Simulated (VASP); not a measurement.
KF:

```xyz
2
Lattice="0.0000 2.6544 2.6544 2.6544 0.0000 2.6544 2.6544 2.6544 0.0000" Properties=species:S:1:pos:R:3 pbc="T T T"
K     0.0000    0.0000    0.0000
F     2.6544    2.6544    2.6544
```

Base run:

* Program: VASP 6.6.1
* Functional: PBE
* Potentials or basis: VASP PAW PBE potentials, release 64 (K_sv, F)
* Cutoff: 600 eV
* k mesh: 8 × 8 × 8
* Occupations: gaussian, width 0.1 eV
* Spin: no spin polarisation
* Hubbard terms: F p U = 8.4 eV

Its results: band gap on the k mesh 7.10 eV; pressure 0.6 GPa.

Task: The run is repeated on the same cell with these changes: occupations from gaussian, width 0.1 eV to methfessel-paxton, width 0.26 eV; hubbard terms from F p U = 8.4 eV to F p U = 4.2 eV. What comes out?

Result: Band gap on the k mesh 6.67 eV; pressure 1.2 GPa.

A k mesh can miss the band edges.
